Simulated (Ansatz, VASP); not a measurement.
One calculation of Ba, two programs

The input INCAR:

```
SYSTEM = Ba
PREC     = Accurate       ! precision mode
ENCUT    = 600            ! plane-wave cutoff, eV
EDIFF    = 1E-7           ! SCF threshold, eV
ISMEAR   = -1             ! smearing method
SIGMA    = 0.05           ! smearing width, eV
LREAL    = .FALSE.        ! projectors in reciprocal space
LASPH    = .TRUE.         ! aspherical terms in the spheres
NELM     = 60             ! most SCF steps
ALGO     = Normal         ! electronic algorithm
ISIF     = 3              ! what is computed and relaxed
LWAVE    = .FALSE.        ! write WAVECAR
LCHARG   = .FALSE.        ! write CHGCAR
GGA      = PE             ! functional
IBRION   = 2              ! ionic algorithm
NSW      = 100            ! ionic steps
EDIFFG   = -0.005         ! ionic threshold
```

Contents of KPOINTS:

```
Automatic mesh
0
G
  13 13 13
  0 0 0
```

POSCAR

```
Ba
1.0
    3.2195088072      0.0000000000      0.0000000000
    0.0000000000      3.2195088072      0.0000000000
    0.0000000000      0.0000000000      3.2195088072
Ba
1
Direct
    0.0000000000      0.0000000000      0.0000000000
```

Input for Ansatz:

```yaml
crystal:
  lattice:
    - [3.2195088072, 0.0, 0.0]
    - [0.0, 3.2195088072, 0.0]
    - [0.0, 0.0, 3.2195088072]
  atoms:
    - { symbol: Ba, position: [0.0, 0.0, 0.0] }
kpoints:
  mp_grid: { grid: [13, 13, 13] }
scf:
  occupations: { method: fermi_dirac, width: 0.05 }
hamiltonian:
  xc: pbe
  pseudopotentials: { kind: paw }
output:
  forces: true
  stress: true
  write_density: true
  write_potential: true
  elf: true
  volumetric_format: npy
relax:
  f_tol: 0.005
  max_steps: 80
  cell: {}
```

Alike in both runs: task relaxation of cell and atoms; functional PBE; k mesh 13 × 13 × 13; occupations fermi-dirac, width 0.05 eV; no spin polarisation.

|  | VASP | Ansatz |
| --- | --- | --- |
| version | VASP 6.6.1 | Ansatz 0.2.0 |
| potentials or method | VASP PAW PBE potentials, release 64 (Ba_sv) | PAW with Ansatz's default frozen-core files, scalar-relativistic |
| plane-wave cutoff (eV) | 600 | 420 |
| valence electrons in the cell | 10 | 10 |

|  | VASP | Ansatz | Ansatz less VASP |
| --- | --- | --- | --- |
| relaxed volume (Å³/atom) | 62.51 | 61.64 | -0.871 |
| relaxed cell length with the largest relative difference (Å) | 3.969 | 3.950 | -0.0185 |

Spin-orbit coupling is off throughout. Noted on VASP's run: the volume moved by over 15 % at a fixed basis, so the end points are rough.
